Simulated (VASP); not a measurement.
# PbI2 (P-3m1) in VASP: notebook

Runs on PbI2. Level: PBE. Tasks: single point, relaxation of cell and atoms.

Everything below comes from runs of VASP 6.6.1. Logs are shortened: lines on timing, memory, paths and dates and some standing lists are left out, and cuts for length are marked.

## (1) The cell of the first run

It takes space group P-3m1 (No. 164, trigonal). The conventional cell has a = 4.678 Å, b = 4.678 Å, c = 7.693 Å, α = 90.00°, β = 90.00°, γ = 120.00°. Pb (site symmetry -3m) has 6 I at 3.28 Å within 4.3 Å. I (site symmetry 3m) has 3 Pb at 3.28 Å within 4.3 Å.

## (2) Single point, PBE

Input file INCAR:

```
  PREC = Accurate
  ENCUT = 500
  EDIFF = 1E-6
  ISMEAR = 0
  SIGMA = 0.02
  LREAL = False
  LASPH = True
  NELM = 120
  ALGO = Normal
  ISIF = 2
  LWAVE = False
  LCHARG = False
  GGA = PE
  NBANDS = 21
  GGA_COMPAT = False
```

Input file KPOINTS:

```
regular mesh
0
Gamma
  9 9 4
```

Input file POSCAR:

```
PbI2
1.0
    4.6779478710      0.0000000000      0.0000000000
   -2.3389739355      4.0512216939      0.0000000000
    0.0000000000      0.0000000000      7.6933195126
Pb I
1 2
Direct
    0.0000000000      0.0000000000      0.0000000000
    0.3333333333      0.6666666667      0.2412178018
    0.6666666667      0.3333333333      0.7587821982
```

Potentials or basis: VASP PAW PBE potentials, release 64 (Pb_d, I).

On the command line:

```sh
> cat potpaw_PBE.64/Pb_d/POTCAR potpaw_PBE.64/I/POTCAR > POTCAR
> mpirun -np 1 vasp_std > vasp.out
```

OUTCAR:

```text
PREC = Accurate
   ENCUT = 500
   EDIFF = 1E-6
   ISMEAR = 0
   LREAL = False
   LASPH = True
   NELM = 120
   ISIF = 2
   GGA = PE

 ion  position               nearest neighbor table
   1  0.000  0.000  0.000-   2 3.28   3 3.28   3 3.28   2 3.28   3 3.28   2 3.28
   2  0.333  0.667  0.241-   1 3.28   1 3.28   1 3.28
   3  0.667  0.333  0.759-   1 3.28   1 3.28   1 3.28

  LATTYP: Found a hexagonal cell.
 ALAT       =     4.6779478710
 C/A-ratio  =     1.6445928268

  Lattice vectors:

 A1 = (   4.6779478710,   0.0000000000,   0.0000000000)
 A2 = (  -2.3389739355,   4.0512216939,   0.0000000000)
 A3 = (   0.0000000000,   0.0000000000,   7.6933195126)

Analysis of symmetry for initial positions (statically):
=====================================================================
 Subroutine PRICEL returns:
 Original cell was already a primitive cell.

 Routine SETGRP: Setting up the symmetry group for a
 hexagonal supercell.

 Subroutine GETGRP returns: Found 12 space group operations
 (whereof 12 operations were pure point group operations)
 out of a pool of 24 trial point group operations.

The static configuration has the point symmetry D_3d.

Analysis of symmetry for dynamics (positions and initial velocities):
=====================================================================
 Subroutine PRICEL returns:
 Original cell was already a primitive cell.

 Routine SETGRP: Setting up the symmetry group for a
 hexagonal supercell.

 Subroutine GETGRP returns: Found 12 space group operations
 (whereof 12 operations were pure point group operations)
 out of a pool of 24 trial point group operations.

The dynamic configuration has the point symmetry D_3d.

 Subroutine INISYM returns: Found 12 space group operations
 (whereof 12 operations are pure point group operations),
 and found     1 'primitive' translations

----------------------------------------------------------------------------------------

                                     Primitive cell

  volume of cell :     145.7992

  direct lattice vectors                    reciprocal lattice vectors
     4.677947871  0.000000000  0.000000000     0.213768949  0.123419560  0.000000000
    -2.338973935  4.051221694  0.000000000     0.000000000  0.246839121  0.000000000
     0.000000000  0.000000000  7.693319513     0.000000000  0.000000000  0.129982902

  length of vectors
     4.677947871  4.677947871  7.693319513     0.246839121  0.246839121  0.129982902

  position of ions in fractional coordinates (direct lattice)
     0.000000000  0.000000000  0.000000000
     0.333333333  0.666666667  0.241217802
     0.666666667  0.333333333  0.758782198

  ion indices of the primitive-cell ions
   primitive index   ion index
                 1           1
                 2           2
                 3           3

----------------------------------------------------------------------------------------

 KPOINTS: regular mesh

Automatic generation of k-mesh.
 Grid dimensions read from file:
 generate k-points for:    9    9    4

 Generating k-lattice:

  Cartesian coordinates                     Fractional coordinates (reciprocal lattice)
     0.023752105  0.013713284  0.000000000     0.111111111  0.000000000  0.000000000
     0.000000000  0.027426569  0.000000000     0.000000000  0.111111111  0.000000000
     0.000000000  0.000000000  0.032495726     0.000000000  0.000000000  0.250000000

  Length of vectors
     0.027426569  0.027426569  0.032495726

  Shift w.r.t. Gamma in fractional coordinates (k-lattice)
     0.000000000  0.000000000  0.000000000

 Subroutine IBZKPT returns following result:
 ===========================================

 Found     43 irreducible k-points:

 Following reciprocal coordinates:
            Coordinates               Weight
  0.000000  0.000000  0.000000      1.000000
  0.111111  0.000000  0.000000      6.000000
  0.222222  0.000000  0.000000      6.000000
  0.333333 -0.000000  0.000000      6.000000
  0.444444  0.000000  0.000000      6.000000
  0.111111  0.111111  0.000000      6.000000
[... 16 lines left out ...]
  0.222222  0.111111  0.250000     12.000000
 -0.111111  0.333333  0.250000     12.000000
 [... further k-points ...]
   k-points           NKPTS =     43   k-points in BZ     NKDIM =     43   number of bands    NBANDS=     21
   number of dos      NEDOS =    301   number of ions     NIONS =      3
   total plane-waves  NPLWV =  72576
   dimension x,y,z NGX =    36 NGY =   36 NGZ =   56
   dimension x,y,z NGXF=    72 NGYF=   72 NGZF=  112
   ions per type =               1   2
   NGX,Y,Z   is equivalent  to a cutoff of  12.79, 12.79, 12.10 a.u.
   NGXF,Y,Z  is equivalent  to a cutoff of  25.59, 25.59, 24.20 a.u.
 SYSTEM =  unknown system
   PREC   = accura    normal or accurate (medium, high low for compatibility)
   ISTART =      0    job   : 0-new  1-cont  2-samecut
   ICHARG =      2    charge: 1-file 2-atom 10-const
   ISPIN  =      1    spin polarized calculation?
   LNONCOLLINEAR =      F non collinear calculations
   LSORBIT =      F    spin-orbit coupling
   LASPH  =      T    aspherical Exc in radial PAW
   ENCUT  =  500.0 eV  36.75 Ry    6.06 a.u.   8.53  8.53 14.03*2*pi/ulx,y,z
   NELM   =    120;   NELMIN=  2; NELMDL= -5     # of ELM steps
   EDIFF  = 0.1E-05   stopping-criterion for ELM
   LREAL  =      F    real-space projection
   EDIFFG = 0.1E-04   stopping-criterion for IOM
   NSW    =      0    number of steps for IOM
   IBRION =     -1    ionic relax: 0-MD 1-quasi-New 2-CG
   NFREE  =      0    steps in history (QN), initial steepest desc. (CG)
   ISIF   =      2    stress and relaxation
   ISYM   =      2    0-nonsym 1-usesym 2-fastsym
   POTIM  = 0.5000    time-step for ionic-motion
   TEBEG  =    0.0;   TEEND  =   0.0 temperature during run
   PSTRESS=    0.0 pullay stress
   NELECT =      28.0000    total number of electrons
   NUPDOWN=      -1.0000    fix difference up-down
   EMIN   =  10.00;   EMAX   =-10.00  energy-range for DOS
   EFERMI =   0.00;   METHOD = LEGACY
   ISMEAR =     0;   SIGMA  =   0.02  broadening in eV -4-tet -1-fermi 0-gaus
   EFERMI_NEDOS =   21; number of points for ismear=-14 and -15
   IALGO  =     38    algorithm
   IMIX   =      4    mixing-type and parameters
     AMIX     =   0.40;   BMIX     =  1.00
     AMIX_MAG =   1.60;   BMIX_MAG =  1.00
  volume/ion in A,a.u.               =      48.60       327.97
  Fermi-wavevector in a.u.,A,eV,Ry     =   0.944516  1.784876 12.137889  0.892110
  Thomas-Fermi vector in A             =   2.072328
   LORBIT       =      0    0 simple, 1 ext, 2 COOP (PROOUT), +10 PAW based schemes
   GGA     = PE    functional components
   LHFCALC =     F    Hartree Fock is set to
   AEXX    =    0.0000 exact exchange contribution
   IVDW    =     0    specifies the selected vdW correction
   LEPSILON=     F    determine dielectric tensor
   LRPA    =     F    only Hartree local field effects (RPA)
 non-spin polarized calculation
 Gauss-broadening in eV      SIGMA  =   0.02
  energy-cutoff  :      500.00
  volume of cell :      145.80
 maximum number of plane-waves:      3743
 NGX is ok and might be reduce to    36
   NGX = 17   NGY = 17   NGZ = 29

 number of electron      27.9999993 magnetization

 Free energy of the ion-electron system (eV)
  ---------------------------------------------------
  ext. energy  EPLUGINS =         0.00000000
  ---------------------------------------------------
  free energy    TOTEN  =        -8.62165022 eV

  energy without entropy =       -8.62165022  energy(sigma->0) =       -8.62165022

 E-fermi :   1.2292     XC(G=0):  -7.4064

 val. band max:        1.1325966530   @ k =   0.3333   0.3333   0.5000
 cond. band min:       3.5595004908   @ k =   0.0000   0.0000   0.5000
 fundamental gap:      2.4269038378
 Fermi energy:         1.2291578951

 k-point     1 :       0.0000    0.0000    0.0000
  band No.  band energies     occupation
      1     -14.7762      2.00000
      2     -14.7762      2.00000
      3     -14.7711      2.00000
      4     -14.7624      2.00000
      5     -14.7624      2.00000
      6     -10.4926      2.00000
[... 13 lines left out ...]
     20       9.1107      0.00000
     21       9.1107      0.00000

 k-point     2 :       0.1111    0.0000    0.0000
  band No.  band energies     occupation
      1     -14.7795      2.00000
      2     -14.7752      2.00000
      3     -14.7701      2.00000
      4     -14.7629      2.00000
      5     -14.7617      2.00000
      6     -10.4458      2.00000
[... 13 lines left out ...]
     20       8.8026      0.00000
     21       9.2261      0.00000

 k-point     3 :       0.2222    0.0000    0.0000
  band No.  band energies     occupation
      1     -14.7884      2.00000
      2     -14.7737      2.00000
      3     -14.7681      2.00000
      4     -14.7630      2.00000
      5     -14.7592      2.00000
      6     -10.3172      2.00000
[... 13 lines left out ...]
     20       8.5650      0.00000
     21       9.5266      0.00000

 k-point     4 :       0.3333   -0.0000    0.0000
  band No.  band energies     occupation
      1     -14.7987      2.00000
      2     -14.7732      2.00000
      3     -14.7681      2.00000
      4     -14.7608      2.00000
      5     -14.7551      2.00000
      6     -10.1447      2.00000
[... 13 lines left out ...]
     20       8.9085      0.00000
     21      10.1221      0.00000

 k-point     5 :       0.4444    0.0000    0.0000
  band No.  band energies     occupation
      1     -14.8054      2.00000
      2     -14.7732      2.00000
      3     -14.7688      2.00000
      4     -14.7587      2.00000
      5     -14.7520      2.00000
      6      -9.9977      2.00000
[... 13 lines left out ...]
     20       9.4600      0.00000
     21      10.6766      0.00000

 k-point     6 :       0.1111    0.1111    0.0000
  band No.  band energies     occupation
      1     -14.7851      2.00000
      2     -14.7749      2.00000
      3     -14.7682      2.00000
      4     -14.7635      2.00000
      5     -14.7600      2.00000
      6     -10.3580      2.00000
[... 13 lines left out ...]
     20       8.5214      0.00000
     21       9.3873      0.00000

 k-point     7 :       0.2222    0.1111    0.0000
  band No.  band energies     occupation
      1     -14.7935      2.00000
      2     -14.7751      2.00000
      3     -14.7668      2.00000
      4     -14.7630      2.00000
      5     -14.7565      2.00000
      6     -10.2063      2.00000
[... 13 lines left out ...]
     20       8.7680      0.00000
     21       9.7946      0.00000
[... 291 lines left out ...]
      1     -14.8054      2.00000
      2     -14.7732      2.00000
      3     -14.7688      2.00000
      4     -14.7587      2.00000
      5     -14.7520      2.00000
      6      -9.9870      2.00000
[... 13 lines left out ...]
     20       9.3869      0.00000
     21      10.0784      0.00000

 k-point    21 :       0.0000    0.4444    0.2500
  band No.  band energies     occupation
      1     -14.8054      2.00000
      2     -14.7732      2.00000
      3     -14.7688      2.00000
      4     -14.7587      2.00000
      5     -14.7520      2.00000
      6      -9.9887      2.00000
[... 13 lines left out ...]
     20       9.1803      0.00000
     21       9.9762      0.00000

 k-point    22 :       0.1111    0.1111    0.2500
  band No.  band energies     occupation
      1     -14.7851      2.00000
      2     -14.7749      2.00000
      3     -14.7682      2.00000
      4     -14.7635      2.00000
      5     -14.7600      2.00000
      6     -10.3386      2.00000
[... 13 lines left out ...]
     20       8.5874      0.00000
     21       9.0750      0.00000

 k-point    23 :       0.2222    0.1111    0.2500
  band No.  band energies     occupation
      1     -14.7935      2.00000
      2     -14.7751      2.00000
      3     -14.7668      2.00000
      4     -14.7630      2.00000
      5     -14.7565      2.00000
      6     -10.1897      2.00000
[... 13 lines left out ...]
     20       9.0167      0.00000
     21       9.1846      0.00000

 k-point    24 :      -0.1111    0.3333    0.2500
  band No.  band energies     occupation
      1     -14.7935      2.00000
      2     -14.7751      2.00000
      3     -14.7668      2.00000
      4     -14.7630      2.00000
      5     -14.7565      2.00000
      6     -10.1901      2.00000
[... 13 lines left out ...]
     20       8.4732      0.00000
     21       9.2749      0.00000

 [... further k-points ...]

------------------------ aborting loop because EDIFF is reached ----------------------------------------

  FORCE on cell =-STRESS in cart. coord.  units (eV):
  Direction    XX          YY          ZZ          XY          YZ          ZX
  --------------------------------------------------------------------------------------
  -------------------------------------------------------------------------------------
  Total       -0.0133536     -0.0133536      0.0242769      0.0000000      0.0000000      0.0000000
  in kB       -0.1467418     -0.1467418      0.2667769      0.0000000      0.0000000      0.0000000
  external PRESSURE =      -0.0089022 kB  Pullay stress =       0.0000000 kB

 VOLUME and BASIS-vectors are now :
 -----------------------------------------------------------------------------
  energy-cutoff  :      500.00
  volume of cell :      145.80
      direct lattice vectors                 reciprocal lattice vectors
     4.677947871  0.000000000  0.000000000     0.213768949  0.123419560  0.000000000
    -2.338973935  4.051221694  0.000000000     0.000000000  0.246839121  0.000000000
     0.000000000  0.000000000  7.693319513     0.000000000  0.000000000  0.129982902

 POSITION                                       TOTAL-FORCE (eV/Angst)
 -----------------------------------------------------------------------------------
      0.00000      0.00000      0.00000        -0.000000      0.000000      0.000000
     -0.00000      2.70081      1.85577         0.000000     -0.000000     -0.000539
      2.33897      1.35041      5.83755        -0.000000      0.000000      0.000539
 -----------------------------------------------------------------------------------
    total drift:                               -0.000000     -0.000000     -0.000000

  FREE ENERGIE OF THE ION-ELECTRON SYSTEM (eV)
  ---------------------------------------------------
  free  energy   TOTEN  =        -8.6216502199 eV

  energy  without entropy=       -8.6216502199  energy(sigma->0) =       -8.62165022
```

It took 2.5 min on 1 thread of Oxide Virtual Turin-like, shared host; peak memory 0.28 GiB.

Results:

```yaml
Free_energy: -8.6217 eV
Pressure: 0.0 GPa
Band_gap_on_the_k_mesh: 2.43 eV (least direct gap 2.51 eV)
```

Levels at points of the mesh, in eV from the valence-band top:
```
           k point  band 10  band 11  band 12  band 13  band 14  band 15  band 16  band 17  band 18  band 19
(0.00, 0.00, 0.00)    -0.74    -0.69    -0.56    -0.56    -0.56     2.57     3.46     3.46     6.12     7.68
(0.00, 0.00, 0.50)    -0.78    -0.78    -0.51    -0.51    -0.08     2.43     3.40     3.40     6.91     7.31
```

Caveat: spin-orbit coupling is left out, which moves the levels of the heavy elements; this functional lacks dispersion, which binds layers or chains, so the pressure and a relaxed spacing across them are unreliable. A k mesh can miss the band edges.

## (3) Single point, PBE

This run uses another cell than the first one, of 49.57 Å³/atom.

INCAR: that of step 2 with these lines changed.

```diff
@@ -4,3 +4,3 @@
   ISMEAR = 0
-  SIGMA = 0.02
+  SIGMA = 0.01
   LREAL = False
```

Input file KPOINTS:

```
Automatic mesh
0
Gamma
  9 9 4
```

Input file POSCAR:

```
PbI2
1.0
    4.6746312208      0.0000000000      0.0000000000
   -2.3373156104      4.0483493905      0.0000000000
    0.0000000000      0.0000000000      7.8574670717
Pb I
1 2
Direct
    0.0000000000      0.0000000000      0.0000000000
    0.3333333333      0.6666666667      0.2366053218
    0.6666666667      0.3333333333      0.7633946782
```

Potentials or basis: VASP PAW PBE potentials, release 64 (Pb_d, I).

On the command line:

```sh
> cat potpaw_PBE.64/Pb_d/POTCAR potpaw_PBE.64/I/POTCAR > POTCAR
> mpirun -np 1 vasp_std > vasp.out
```

Wall time 2.8 min (1 thread of Oxide Virtual Turin-like, shared host); peak memory 0.28 GiB.

It converged, with:

```
Free energy            : -8.6222 eV
Pressure               : 0.0 GPa
Band gap on the k mesh : 2.44 eV (least direct gap 2.56 eV)
```

Levels at points of the mesh, in eV from the valence-band top:
| k point | band 12 | band 13 | band 14 | band 15 | band 16 | band 17 |
| --- | --- | --- | --- | --- | --- | --- |
| (0.00, 0.00, 0.00) | -0.61 | -0.54 | -0.54 | 2.57 | 3.46 | 3.46 |
| (0.00, 0.00, 0.50) | -0.51 | -0.51 | -0.12 | 2.44 | 3.41 | 3.41 |

Caveat: spin-orbit coupling is left out, which moves the levels of the heavy elements; this functional lacks dispersion, which binds layers or chains, so the pressure and a relaxed spacing across them are unreliable. A k mesh can miss the band edges.

## (4) Relaxation of cell and atoms, PBE

Input file INCAR:

```
ALGO     = Normal         # electronic algorithm
EDIFF    = 1E-7           # SCF threshold, eV
EDIFFG   = -0.005         # ionic threshold
ENCUT    = 500            # plane-wave cutoff, eV
GGA      = PE             # functional
GGA_COMPAT= F            
IBRION   = 2              # ionic algorithm
ISIF     = 3              # what is computed and relaxed
ISMEAR   = 0              # smearing method
LASPH    = T              # aspherical terms in the spheres
LCHARG   = F              # write CHGCAR
LREAL    = F              # projectors in reciprocal space
LWAVE    = F              # write WAVECAR
NELM     = 120            # most SCF steps
NELMIN   = 4            
NSW      = 100            # ionic steps
PREC     = Accurate       # precision mode
SIGMA    = 0.02           # smearing width, eV
```

Input file KPOINTS:

```
k-points
0
Gamma
  9 9 4
```

Input file POSCAR:

```
PbI2
1.0
    4.6779478710      0.0000000000      0.0000000000
   -2.3389739355      4.0512216939      0.0000000000
    0.0000000000      0.0000000000      7.6933195126
Pb I
1 2
Direct
    0.0000000000      0.0000000000      0.0000000000
    0.3333333333      0.6666666667      0.2412178018
    0.6666666667      0.3333333333      0.7587821982
```

On the command line:

```sh
> cat potpaw_PBE.64/Pb_d/POTCAR potpaw_PBE.64/I/POTCAR > POTCAR
> mpirun -np 1 vasp_std > vasp.out
```

Run time: 7.4 min. Hardware: 1 thread of Oxide Virtual Turin-like, shared host; peak memory 0.29 GiB.

Results (log left out):

```
Free energy                           : -8.6217 eV
Relaxed volume                        : 48.61 Å³/atom
Relaxed cell                          : a = 4.674 Å, b = 4.674 Å, c = 7.706 Å, α = 90.00°, β = 90.00°, γ = 120.00°
Space group after relaxing (to 0.1 Å) : P-3m1 (No. 164)
Energy gained by relaxing             : 0.0 meV/atom
Ionic steps                           : 3
Pressure after relaxing               : 0.0 GPa
Largest force after relaxing          : 0.004 eV/Å
Band gap on the k mesh                : 2.43 eV (least direct gap 2.51 eV)
```

Forces on the atoms (eV/Å):
```
Pb   0.000  0.000  0.000
I    0.000  0.000 -0.004
I    0.000  0.000  0.004
```

Final structure:
```
Pb I
1.0
     4.67447    0.00000    0.00000
    -2.33723    4.04821    0.00000
     0.00000    0.00000    7.70639
Pb I
1 2
Direct
  0.00000 0.00000 0.00000
  0.33333 0.66667 0.24120
  0.66667 0.33333 0.75880
```

Levels at points of the mesh, in eV from the valence-band top:
| k point | band 12 | band 13 | band 14 | band 15 | band 16 | band 17 |
| --- | --- | --- | --- | --- | --- | --- |
| (0.00, 0.00, 0.00) | -0.57 | -0.55 | -0.55 | 2.57 | 3.46 | 3.46 |
| (0.00, 0.00, 0.50) | -0.50 | -0.50 | -0.08 | 2.43 | 3.40 | 3.40 |

Caveat: spin-orbit coupling is left out, which moves the levels of the heavy elements; this functional lacks dispersion, which binds layers or chains, so the pressure and a relaxed spacing across them are unreliable.

[end of part 1 of 2]
